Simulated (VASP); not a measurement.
# Ti3Si (Fm-3m) in VASP: a series of runs

The runs below take Ti3Si through single point, with LDA.

Program: VASP 6.6.1. These are calculated values, not measurements. Logs are shortened: lines on timing, memory, paths and dates and some standing lists are left out, and cuts for length are marked.

### Step 1. The cell of the first run

It takes space group Fm-3m (No. 225, cubic). The conventional cell has a = 6.442 Å, b = 6.442 Å, c = 6.442 Å, α = 90.00°, β = 90.00°, γ = 90.00°. Ti (site symmetry -43m) has 4 Si at 2.79 Å and 10 Ti at 2.79 to 3.22 Å within 3.7 Å. Ti (site symmetry m-3m) has 8 Ti at 2.79 Å and 6 Si at 3.22 Å within 3.7 Å. Within 3.7 Å of Si (site symmetry m-3m) lie 14 Ti at 2.79 to 3.22 Å.

### Step 2. Single point, LDA

INCAR reads:

```
PREC = Accurate
ENCUT = 520
EDIFF = 1E-6
ISMEAR = -1
SIGMA = 0.1
LREAL = False
LASPH = True
NELM = 80
ALGO = Normal
ISIF = 2
LWAVE = False
LCHARG = True
GGA = CA
LELF = True
LVHAR = True
NBANDS = 28
```

KPOINTS reads:

```
regular mesh
0
Gamma
  6 6 6
```

POSCAR reads:

```
Ti3Si
1.0
    0.0000000000      3.2210776804      3.2210776804
    3.2210776804      0.0000000000      3.2210776804
    3.2210776804      3.2210776804      0.0000000000
Ti Si
3 1
Direct
    0.7500000000      0.7500000000      0.7500000000
    0.2500000000      0.2500000000      0.2500000000
    0.0000000000      0.0000000000      0.0000000000
    0.5000000000      0.5000000000      0.5000000000
```

Potentials or basis: VASP PAW LDA potentials, release 64 (Ti_sv, Si).

Command:

```
$ cat potpaw_LDA.64/Ti_sv/POTCAR potpaw_LDA.64/Si/POTCAR > POTCAR
$ mpirun -np 1 vasp_std > vasp.out
```

OUTCAR:

```text
PREC = Accurate
   ENCUT = 520
   EDIFF = 1E-6
   ISMEAR = -1
   LREAL = False
   LASPH = True
   NELM = 80
   ISIF = 2
   GGA = CA

 ion  position               nearest neighbor table
   1  0.750  0.750  0.750-   4 2.79   4 2.79   4 2.79   3 2.79   3 2.79   3 2.79   4 2.79   3 2.79

   2  0.250  0.250  0.250-   3 2.79   3 2.79   3 2.79   4 2.79   4 2.79   4 2.79   4 2.79   3 2.79

   3  0.000  0.000  0.000-   1 2.79   1 2.79   1 2.79   2 2.79   2 2.79   2 2.79   2 2.79   1 2.79

   4  0.500  0.500  0.500-   2 2.79   2 2.79   2 2.79   1 2.79   1 2.79   1 2.79   2 2.79   1 2.79

  LATTYP: Found a face centered cubic cell.
 ALAT       =     6.4421553608

  Lattice vectors:

 A1 = (   0.0000000000,   3.2210776804,   3.2210776804)
 A2 = (   3.2210776804,   0.0000000000,   3.2210776804)
 A3 = (   3.2210776804,   3.2210776804,   0.0000000000)

Analysis of symmetry for initial positions (statically):
=====================================================================
 Subroutine PRICEL returns:
 Original cell was already a primitive cell.

 Routine SETGRP: Setting up the symmetry group for a
 face centered cubic supercell.

 Subroutine GETGRP returns: Found 48 space group operations
 (whereof 48 operations were pure point group operations)
 out of a pool of 48 trial point group operations.

The static configuration has the point symmetry O_h .

Analysis of symmetry for dynamics (positions and initial velocities):
=====================================================================
 Subroutine PRICEL returns:
 Original cell was already a primitive cell.

 Routine SETGRP: Setting up the symmetry group for a
 face centered cubic supercell.

 Subroutine GETGRP returns: Found 48 space group operations
 (whereof 48 operations were pure point group operations)
 out of a pool of 48 trial point group operations.

The dynamic configuration has the point symmetry O_h .

 Subroutine INISYM returns: Found 48 space group operations
 (whereof 48 operations are pure point group operations),
 and found     1 'primitive' translations

----------------------------------------------------------------------------------------

                                     Primitive cell

  volume of cell :      66.8396

  direct lattice vectors                    reciprocal lattice vectors
     0.000000000  3.221077680  3.221077680    -0.155227551  0.155227551  0.155227551
     3.221077680  0.000000000  3.221077680     0.155227551 -0.155227551  0.155227551
     3.221077680  3.221077680  0.000000000     0.155227551  0.155227551 -0.155227551

  length of vectors
     4.555291741  4.555291741  4.555291741     0.268862005  0.268862005  0.268862005

  position of ions in fractional coordinates (direct lattice)
     0.750000000  0.750000000  0.750000000
     0.250000000  0.250000000  0.250000000
     0.000000000  0.000000000  0.000000000
     0.500000000  0.500000000  0.500000000

  ion indices of the primitive-cell ions
   primitive index   ion index
                 1           1
                 2           2
                 3           3
                 4           4

----------------------------------------------------------------------------------------

 KPOINTS: regular mesh

Automatic generation of k-mesh.
 Grid dimensions read from file:
 generate k-points for:    6    6    6

 Generating k-lattice:

  Cartesian coordinates                     Fractional coordinates (reciprocal lattice)
    -0.025871259  0.025871259  0.025871259     0.166666667  0.000000000  0.000000000
     0.025871259 -0.025871259  0.025871259     0.000000000  0.166666667  0.000000000
     0.025871259  0.025871259 -0.025871259     0.000000000  0.000000000  0.166666667

  Length of vectors
     0.044810334  0.044810334  0.044810334

  Shift w.r.t. Gamma in fractional coordinates (k-lattice)
     0.000000000  0.000000000  0.000000000

 Subroutine IBZKPT returns following result:
 ===========================================

 Found     16 irreducible k-points:

 Following reciprocal coordinates:
            Coordinates               Weight
  0.000000  0.000000  0.000000      1.000000
  0.166667  0.000000  0.000000      8.000000
  0.333333  0.000000  0.000000      8.000000
  0.500000  0.000000  0.000000      4.000000
  0.166667  0.166667  0.000000      6.000000
  0.333333  0.166667  0.000000     24.000000
[... 8 lines left out ...]
 -0.333333  0.333333  0.166667     24.000000
 -0.333333  0.500000  0.166667     12.000000
   k-points           NKPTS =     16   k-points in BZ     NKDIM =     16   number of bands    NBANDS=     28
   number of dos      NEDOS =    301   number of ions     NIONS =      4
   total plane-waves  NPLWV =  46656
   dimension x,y,z NGX =    36 NGY =   36 NGZ =   36
   dimension x,y,z NGXF=    72 NGYF=   72 NGZF=   72
   ions per type =               3   1
   NGX,Y,Z   is equivalent  to a cutoff of  13.14, 13.14, 13.14 a.u.
   NGXF,Y,Z  is equivalent  to a cutoff of  26.28, 26.28, 26.28 a.u.
 SYSTEM =  unknown system
   PREC   = accura    normal or accurate (medium, high low for compatibility)
   ISTART =      0    job   : 0-new  1-cont  2-samecut
   ICHARG =      2    charge: 1-file 2-atom 10-const
   ISPIN  =      1    spin polarized calculation?
   LNONCOLLINEAR =      F non collinear calculations
   LSORBIT =      F    spin-orbit coupling
   LASPH  =      T    aspherical Exc in radial PAW
   ENCUT  =  520.0 eV  38.22 Ry    6.18 a.u.   8.47  8.47  8.47*2*pi/ulx,y,z
   NELM   =     80;   NELMIN=  2; NELMDL= -5     # of ELM steps
   EDIFF  = 0.1E-05   stopping-criterion for ELM
   LREAL  =      F    real-space projection
[... 7 lines left out ...]
   TEBEG  =    0.0;   TEEND  =   0.0 temperature during run
   PSTRESS=    0.0 pullay stress
   NELECT =      40.0000    total number of electrons
   NUPDOWN=      -1.0000    fix difference up-down
   EMIN   =  10.00;   EMAX   =-10.00  energy-range for DOS
   EFERMI =   0.00;   METHOD = LEGACY
   ISMEAR =    -1;   SIGMA  =   0.10  broadening in eV -4-tet -1-fermi 0-gaus
   EFERMI_NEDOS =   21; number of points for ismear=-14 and -15
   IALGO  =     38    algorithm
   IMIX   =      4    mixing-type and parameters
     AMIX     =   0.40;   BMIX     =  1.00
     AMIX_MAG =   1.60;   BMIX_MAG =  1.00
  volume/ion in A,a.u.               =      16.71       112.76
  Fermi-wavevector in a.u.,A,eV,Ry     =   1.379591  2.607049 25.895572  1.903271
  Thomas-Fermi vector in A             =   2.504546
   LORBIT       =      0    0 simple, 1 ext, 2 COOP (PROOUT), +10 PAW based schemes
   GGA     = CA    functional components
   LHFCALC =     F    Hartree Fock is set to
   AEXX    =    0.0000 exact exchange contribution
   IVDW    =     0    specifies the selected vdW correction
   LEPSILON=     F    determine dielectric tensor
   LRPA    =     F    only Hartree local field effects (RPA)
 non-spin polarized calculation
  energy-cutoff  :      520.00
  volume of cell :       66.84
 maximum number of plane-waves:      1820
 NGX is ok and might be reduce to    36
   NGX = 17   NGY = 17   NGZ = 17

 number of electron      40.0000010 magnetization

 Free energy of the ion-electron system (eV)
  ---------------------------------------------------
  ext. energy  EPLUGINS =         0.00000000
  ---------------------------------------------------
  free energy    TOTEN  =       -32.76989645 eV

  energy without entropy =      -32.55373249  energy(sigma->0) =      -32.66181447

 E-fermi :   8.3214     XC(G=0): -11.6478

 val. band max:        8.2807000904   @ k =   0.1667   0.1667   0.0000
 cond. band min:       8.3299994479   @ k =  -0.1667   0.1667   0.0000
 fundamental gap:      0.0492993576
 Fermi energy:         8.3213931895

 k-point     1 :       0.0000    0.0000    0.0000
  band No.  band energies     occupation
      1     -47.6658      2.00000
      2     -47.6041      2.00000
      3     -47.2397      2.00000
      4     -24.3422      2.00000
      5     -24.3422      2.00000
      6     -24.3422      2.00000
[... 20 lines left out ...]
     27      11.1747      0.00000
     28      11.2748      0.00000

 k-point     2 :       0.1667    0.0000    0.0000
  band No.  band energies     occupation
      1     -47.6592      2.00000
      2     -47.6066      2.00000
      3     -47.2439      2.00000
      4     -24.3870      2.00000
      5     -24.3661      2.00000
      6     -24.3661      2.00000
[... 20 lines left out ...]
     27      11.1120      0.00000
     28      11.2786      0.00000

 k-point     3 :       0.3333    0.0000    0.0000
  band No.  band energies     occupation
      1     -47.6434      2.00000
      2     -47.6138      2.00000
      3     -47.2527      2.00000
      4     -24.3925      2.00000
      5     -24.3922      2.00000
      6     -24.3922      2.00000
[... 20 lines left out ...]
     27      11.0451      0.00000
     28      11.1049      0.00000

 k-point     4 :       0.5000    0.0000    0.0000
  band No.  band energies     occupation
      1     -47.6295      2.00000
      2     -47.6233      2.00000
      3     -47.2573      2.00000
      4     -24.4023      2.00000
      5     -24.4023      2.00000
      6     -24.3709      2.00000
[... 20 lines left out ...]
     27      11.0354      0.00000
     28      11.0868      0.00000

 k-point     5 :       0.1667    0.1667    0.0000
  band No.  band energies     occupation
      1     -47.6572      2.00000
      2     -47.6072      2.00000
      3     -47.2454      2.00000
      4     -24.4058      2.00000
      5     -24.4058      2.00000
      6     -24.3334      2.00000
[... 20 lines left out ...]
     27      11.2937      0.00000
     28      11.3122      0.00000

 k-point     6 :       0.3333    0.1667    0.0000
  band No.  band energies     occupation
      1     -47.6451      2.00000
      2     -47.6121      2.00000
      3     -47.2528      2.00000
      4     -24.4327      2.00000
      5     -24.4280      2.00000
      6     -24.3599      2.00000
[... 20 lines left out ...]
     27      11.1235      0.00000
     28      11.2164      0.00000

 k-point     7 :       0.5000    0.1667    0.0000
  band No.  band energies     occupation
      1     -47.6305      2.00000
      2     -47.6207      2.00000
      3     -47.2590      2.00000
      4     -24.4337      2.00000
      5     -24.4254      2.00000
      6     -24.3740      2.00000
[... 20 lines left out ...]
     27      10.9552      0.00000
     28      11.0163      0.00000

 k-point     8 :      -0.3333    0.1667    0.0000
  band No.  band energies     occupation
      1     -47.6348      2.00000
      2     -47.6179      2.00000
      3     -47.2574      2.00000
      4     -24.4296      2.00000
      5     -24.4073      2.00000
      6     -24.3816      2.00000
[... 20 lines left out ...]
     27      11.1115      0.00000
     28      11.1785      0.00000

 k-point     9 :      -0.1667    0.1667    0.0000
  band No.  band energies     occupation
      1     -47.6498      2.00000
      2     -47.6104      2.00000
      3     -47.2498      2.00000
      4     -24.4152      2.00000
      5     -24.3958      2.00000
      6     -24.3654      2.00000
[... 20 lines left out ...]
     27      11.1512      0.00000
     28      11.6211      0.00000

 k-point    10 :       0.3333    0.3333    0.0000
  band No.  band energies     occupation
      1     -47.6391      2.00000
      2     -47.6135      2.00000
      3     -47.2575      2.00000
      4     -24.4697      2.00000
      5     -24.4697      2.00000
      6     -24.3610      2.00000
[... 20 lines left out ...]
     27      11.1475      0.00000
     28      11.2928      0.00000

 k-point    11 :       0.5000    0.3333    0.0000
  band No.  band energies     occupation
      1     -47.6303      2.00000
      2     -47.6176      2.00000
      3     -47.2623      2.00000
      4     -24.4775      2.00000
      5     -24.4761      2.00000
      6     -24.3686      2.00000
[... 20 lines left out ...]
     27      10.9157      0.00000
     28      11.1378      0.00000

 k-point    12 :      -0.3333    0.3333    0.0000
  band No.  band energies     occupation
      1     -47.6248      2.00000
      2     -47.6232      2.00000
      3     -47.2623      2.00000
      4     -24.4598      2.00000
      5     -24.4522      2.00000
      6     -24.3423      2.00000
[... 20 lines left out ...]
     27      11.1271      0.00000
     28      11.4093      0.00000

 k-point    13 :       0.5000    0.5000    0.0000
  band No.  band energies     occupation
      1     -47.6296      2.00000
      2     -47.6166      2.00000
      3     -47.2640      2.00000
      4     -24.4953      2.00000
      5     -24.4953      2.00000
      6     -24.3771      2.00000
[... 20 lines left out ...]
     27      10.8827      0.00000
     28      11.2881      0.00000

 k-point    14 :       0.5000    0.3333    0.1667
  band No.  band energies     occupation
      1     -47.6344      2.00000
      2     -47.6167      2.00000
      3     -47.2591      2.00000
      4     -24.4695      2.00000
      5     -24.4213      2.00000
      6     -24.3767      2.00000
[... 20 lines left out ...]
     27      11.1291      0.00000
     28      11.2534      0.00000

 k-point    15 :      -0.3333    0.3333    0.1667
  band No.  band energies     occupation
      1     -47.6248      2.00000
      2     -47.6232      2.00000
      3     -47.2623      2.00000
      4     -24.4836      2.00000
      5     -24.3978      2.00000
      6     -24.3783      2.00000
[... 20 lines left out ...]
     27      10.7976      0.00000
     28      11.1667      0.00000

 k-point    16 :      -0.3333    0.5000    0.1667
  band No.  band energies     occupation
      1     -47.6264      2.00000
      2     -47.6199      2.00000
      3     -47.2640      2.00000
      4     -24.5023      2.00000
      5     -24.4383      2.00000
      6     -24.3685      2.00000
[... 20 lines left out ...]
     27      10.7092      0.00000
     28      10.8451      0.00000

------------------------ aborting loop because EDIFF is reached ----------------------------------------

  FORCE on cell =-STRESS in cart. coord.  units (eV):
  Direction    XX          YY          ZZ          XY          YZ          ZX
  --------------------------------------------------------------------------------------
  -------------------------------------------------------------------------------------
  Total       -6.6443671     -6.6443671     -6.6443671      0.0000000     -0.0000000      0.0000000
  in kB     -159.2687649   -159.2687649   -159.2687649      0.0000000     -0.0000000      0.0000000
  external PRESSURE =    -159.2687649 kB  Pullay stress =       0.0000000 kB

 VOLUME and BASIS-vectors are now :
 -----------------------------------------------------------------------------
  energy-cutoff  :      520.00
  volume of cell :       66.84
      direct lattice vectors                 reciprocal lattice vectors
     0.000000000  3.221077680  3.221077680    -0.155227551  0.155227551  0.155227551
     3.221077680  0.000000000  3.221077680     0.155227551 -0.155227551  0.155227551
     3.221077680  3.221077680  0.000000000     0.155227551  0.155227551 -0.155227551

 POSITION                                       TOTAL-FORCE (eV/Angst)
 -----------------------------------------------------------------------------------
      4.83162      4.83162      4.83162        -0.000000     -0.000000     -0.000000
      1.61054      1.61054      1.61054         0.000000      0.000000      0.000000
      0.00000      0.00000      0.00000         0.000000     -0.000000      0.000000
      3.22108      3.22108      3.22108         0.000000     -0.000000      0.000000
 -----------------------------------------------------------------------------------
    total drift:                                0.000000      0.000000      0.000000

  FREE ENERGIE OF THE ION-ELECTRON SYSTEM (eV)
  ---------------------------------------------------
  free  energy   TOTEN  =       -32.7698964461 eV

  energy  without entropy=      -32.5537324939  energy(sigma->0) =      -32.66181447
```

Wall time 48 s (1 thread of AMD EPYC 7R13 (Zen 3), shared host); peak memory 0.15 GiB.

What came out:

| Quantity | Value |
| --- | --- |
| Free energy | -32.7699 eV |
| Pressure | -15.9 GPa |
| Band gap on the k mesh | zero (band 20 reaches 8.42 eV, above the bottom of band 21 at 8.11 eV) |

(Continued in part 2 of 2.)
